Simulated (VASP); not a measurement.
# Ta (Cmcm) in VASP: further runs, part 2 of 3

VASP 6.6.1. Earlier steps stand in the parts before.

## (3) Single point, PBEsol (strain +0.0100 x Voigt [1, -1, 0, 0, 0, 0])

Input file INCAR:

```
PREC     = Accurate       # precision mode
ENCUT    = 520            # plane-wave cutoff, eV
EDIFF    = 1E-7           # SCF threshold, eV
ISMEAR   = 0              # smearing method
SIGMA    = 0.15           # smearing width, eV
LREAL    = F              # projectors in reciprocal space
LASPH    = T              # aspherical terms in the spheres
NELM     = 60             # most SCF steps
ALGO     = Fast           # electronic algorithm
ISIF     = 2              # what is computed and relaxed
LWAVE    = F              # write WAVECAR
LCHARG   = F              # write CHGCAR
GGA      = PS             # functional
NBANDS   = 18             # bands
```

Input file KPOINTS:

```
Automatic mesh
0
Gamma
  18 18 10
```

Input file POSCAR:

```
Ta
1.0
    2.9293757933      0.0000000000      0.0000000000
   -1.4646878967      2.4866779363      0.0000000000
    0.0000000000      0.0000000000      5.1662740000
Ta
2
Direct
    0.6666666667      0.3333333333      0.7500000000
    0.3333333333      0.6666666667      0.2500000000
```

Potentials or basis: VASP PAW PBE potentials, release 64 (Ta_pv).

Started as:

```bash
cat potpaw_PBE.64/Ta_pv/POTCAR > POTCAR
mpirun -np 1 vasp_std > vasp.out
```

OUTCAR:

```text
PREC = Accurate
   ENCUT = 520
   EDIFF = 1E-7
   ISMEAR = 0
   LREAL = F
   LASPH = T
   NELM = 60
   ISIF = 2
   GGA = PS

 ion  position               nearest neighbor table
   1  0.667  0.333  0.750-   2 3.07   2 3.07   2 3.08   2 3.08   2 3.08   2 3.08
   2  0.333  0.667  0.250-   1 3.07   1 3.07   1 3.08   1 3.08   1 3.08   1 3.08

  Warning from LATTYP: Monoclinic adjustment (A1->A3, A2->A1, A3->A2)!
  LATTYP: Found a base centered orthorhombic cell.
 ALAT       =     2.9293757933
 B/A-ratio  =     1.6977527718
 C/A-ratio  =     1.7636091661

  Lattice vectors:

 A1 = (   1.4646878967,  -2.4866779363,   0.0000000000)
 A2 = (   1.4646878966,   2.4866779363,   0.0000000000)
 A3 = (   0.0000000000,   0.0000000000,   5.1662740000)

Analysis of symmetry for initial positions (statically):
=====================================================================
 Subroutine PRICEL returns:
 Original cell was already a primitive cell.

 Routine SETGRP: Setting up the symmetry group for a
 base centered orthorhombic supercell.
[... 160 lines left out ...]

 number of electron      22.0000003 magnetization

 Free energy of the ion-electron system (eV)
  ---------------------------------------------------
  ext. energy  EPLUGINS =         0.00000000
  ---------------------------------------------------
  free energy    TOTEN  =       -24.49264867 eV

  energy without entropy =      -24.46356859  energy(sigma->0) =      -24.47810863

 E-fermi :   5.3801     XC(G=0): -12.4932

 val. band max:        5.3795774996   @ k =   0.1111   0.2778   0.0000
 cond. band min:       5.3814779717   @ k =   0.3333   0.0000   0.3000
 fundamental gap:      0.0019004721
 Fermi energy:         5.3801011309

 k-point     1 :       0.0000    0.0000    0.0000
  band No.  band energies     occupation
      1     -29.1228      2.00000
      2     -28.3089      2.00000
      3     -28.2093      2.00000
      4     -28.1676      2.00000
      5     -28.1272      2.00000
      6     -28.0855      2.00000
[... 481 lines left out ...]
      5     -28.3229      2.00000
      6     -28.2089      2.00000
[... 10 lines left out ...]
     17      10.8172      0.00000
     18      13.4199      0.00000

 [... further k-points ...]
[... 5 lines left out ...]
  --------------------------------------------------------------------------------------
  -------------------------------------------------------------------------------------
  Total       -1.8021891     -1.4810865     -1.6466000      0.0000000      0.0000000      0.0000000
  in kB      -76.7253493    -63.0549156    -70.1013899      0.0000000      0.0000000      0.0000000
  external PRESSURE =     -69.9605516 kB  Pullay stress =       0.0000000 kB

 VOLUME and BASIS-vectors are now :
 -----------------------------------------------------------------------------
  energy-cutoff  :      520.00
  volume of cell :       37.63
      direct lattice vectors                 reciprocal lattice vectors
     2.929375793  0.000000000  0.000000000     0.341369654  0.201071475  0.000000000
    -1.464687897  2.486677936  0.000000000     0.000000000  0.402142950  0.000000000
     0.000000000  0.000000000  5.166274000     0.000000000  0.000000000  0.193563098

 POSITION                                       TOTAL-FORCE (eV/Angst)
 -----------------------------------------------------------------------------------
      1.46469      0.82889      3.87471        -0.000000      0.089039      0.000000
     -0.00000      1.65779      1.29157         0.000000     -0.089039      0.000000
 -----------------------------------------------------------------------------------
    total drift:                               -0.000000      0.000000     -0.000000

  FREE ENERGIE OF THE ION-ELECTRON SYSTEM (eV)
  ---------------------------------------------------
  free  energy   TOTEN  =       -24.4926486710 eV

  energy  without entropy=      -24.4635685900  energy(sigma->0) =      -24.47810863
```

OSZICAR:

```text
N       E                     dE             d eps       ncg     rms          rms(c)
DAV:   1     0.168167918227E+03    0.16817E+03   -0.12799E+04 19704   0.126E+03
DAV:   2    -0.212803209967E+02   -0.18945E+03   -0.18651E+03 24154   0.355E+02
DAV:   3    -0.254998040334E+02   -0.42195E+01   -0.41511E+01 23714   0.497E+01
DAV:   4    -0.255313138106E+02   -0.31510E-01   -0.31423E-01 22406   0.447E+00
DAV:   5    -0.255315405463E+02   -0.22674E-03   -0.22672E-03 22172   0.368E-01    0.180E+01
RMM:   6    -0.247364811909E+02    0.79506E+00   -0.77039E-01 19962   0.644E+00    0.858E+00
RMM:   7    -0.244914992338E+02    0.24498E+00   -0.93624E-01 22014   0.651E+00    0.516E-01
RMM:   8    -0.244918967363E+02   -0.39750E-03   -0.49898E-02 24108   0.161E+00    0.482E-01
RMM:   9    -0.244931551024E+02   -0.12584E-02   -0.13806E-02 24499   0.706E-01    0.326E-01
RMM:  10    -0.244926299541E+02    0.52515E-03   -0.36285E-03 21509   0.449E-01    0.951E-02
RMM:  11    -0.244926394433E+02   -0.94892E-05   -0.34605E-04 26402   0.135E-01    0.171E-02
RMM:  12    -0.244926467283E+02   -0.72850E-05   -0.69408E-05 26662   0.588E-02    0.187E-02
RMM:  13    -0.244926476032E+02   -0.87490E-06   -0.85748E-06 27333   0.161E-02    0.131E-02
RMM:  14    -0.244926481145E+02   -0.51134E-06   -0.18295E-06 22393   0.720E-03    0.140E-02
RMM:  15    -0.244926486090E+02   -0.49446E-06   -0.82591E-07 22183   0.647E-03    0.257E-03
RMM:  16    -0.244926486710E+02   -0.61977E-07   -0.13215E-07 15306   0.240E-03
   1 F= -.24492649E+02 E0= -.24478109E+02  d E =-.290801E-01
```

Run time: 4.6 min. Hardware: 1 thread of Intel Xeon Platinum 8259CL at 2.50GHz (Skylake/Cascade Lake), shared host; peak memory 0.4 GiB.

What came out:

| Item | Value |
| --- | --- |
| Free energy | -24.4926 eV |
| Pressure | -7.0 GPa |
| Largest force | 0.089 eV/Å |
| Band gap on the k mesh | zero (band 11 reaches 6.99 eV, above the bottom of band 12 at 4.65 eV) |

Forces on the atoms (eV/Å):
```
Ta   0.000  0.089  0.000
Ta   0.000 -0.089  0.000
```

Stress tensor (GPa, compression positive):
```
-7.67  0.00  0.00
 0.00 -6.31  0.00
 0.00  0.00 -7.01
```

Levels at points of the mesh, in eV from the Fermi level:
```
           k point  band 9  band 10  band 11  band 12  band 13  band 14
(0.00, 0.00, 0.00)   -0.55    -0.09     0.39     0.84     0.96     1.39
(0.50, 0.00, 0.00)   -3.31    -0.48    -0.37     0.45     0.96     5.57
(0.00, 0.50, 0.00)   -3.29    -0.34    -0.33     0.63     0.69     5.44
(0.00, 0.00, 0.50)   -1.15    -1.15     0.45     0.45     0.88     0.88
(0.50, 0.00, 0.50)   -2.28    -2.28     1.45     1.45     2.68     2.68
(0.00, 0.50, 0.50)   -2.25    -2.25     1.61     1.61     2.44     2.44
```

Caveat: the cell differs from its parent crystal (strain +0.0100 x Voigt [1, -1, 0, 0, 0, 0]); the PAW data sets were made with another functional, which shifts forces and pressure a little; spin-orbit coupling is left out, which moves the levels of the heavy elements.

## (4) Single point, PBEsol (strain -0.0050 x Voigt [1, -1, 0, 0, 0, 0])

Input file INCAR:

```
  PREC = Accurate
  ENCUT = 520
  EDIFF = 1E-6
  ISMEAR = 0
  SIGMA = 0.15
  LREAL = False
  LASPH = True
  NELM = 60
  ALGO = Fast
  ISIF = 2
  LWAVE = False
  LCHARG = False
  GGA = PS
  NBANDS = 18
```

KPOINTS is that of step 3.

Input file POSCAR:

```
Ta
1.0
    2.8858702122      0.0000000000      0.0000000000
   -1.4429351061      2.5243548748      0.0000000000
    0.0000000000      0.0000000000      5.1662740000
Ta
2
Direct
    0.6666666667      0.3333333333      0.7500000000
    0.3333333333      0.6666666667      0.2500000000
```

Started as:

```bash
cat potpaw_PBE.64/Ta_pv/POTCAR > POTCAR
mpirun -np 1 vasp_std > vasp.out
```

Run time: 3.8 min. Hardware: 1 thread of Intel Xeon Platinum 8259CL at 2.50GHz (Skylake/Cascade Lake), shared host; peak memory 0.4 GiB.

Results (log left out):

```
Free energy            : -24.4938 eV
Pressure               : -7.0 GPa
Largest force          : 0.044 eV/Å
Band gap on the k mesh : zero (band 11 reaches 6.91 eV, above the bottom of band 12 at 4.67 eV)
```

Forces on the atoms (eV/Å):
```
Ta   0.000 -0.044  0.000
Ta   0.000  0.044  0.000
```

Stress tensor (GPa, compression positive):
```
-6.67  0.00  0.00
 0.00 -7.38  0.00
 0.00  0.00 -6.96
```

Levels at points of the mesh, in eV from the Fermi level:
```csv
k point,band 7,band 8,band 9,band 10,band 11,band 12,band 13,band 14,band 15,band 16
"(0.00, 0.00, 0.00)",-8.16,-4.89,-0.55,-0.09,0.50,0.72,1.06,1.28,2.93,3.00
"(0.50, 0.00, 0.00)",-4.02,-3.81,-3.30,-0.41,-0.35,0.54,0.82,5.50,6.44,6.73
"(0.00, 0.50, 0.00)",-4.04,-3.81,-3.31,-0.49,-0.37,0.45,0.95,5.57,6.40,6.70
"(0.00, 0.00, 0.50)",-6.34,-6.34,-1.15,-1.15,0.55,0.55,0.76,0.76,4.36,4.36
"(0.50, 0.00, 0.50)",-4.30,-4.30,-2.27,-2.27,1.53,1.53,2.56,2.56,5.53,5.53
"(0.00, 0.50, 0.50)",-4.31,-4.31,-2.28,-2.28,1.45,1.45,2.68,2.68,5.51,5.51
```

Caveat: the cell differs from its parent crystal (strain -0.0050 x Voigt [1, -1, 0, 0, 0, 0]); the PAW data sets were made with another functional, which shifts forces and pressure a little; spin-orbit coupling is left out, which moves the levels of the heavy elements.

[end of part 2 of 3]
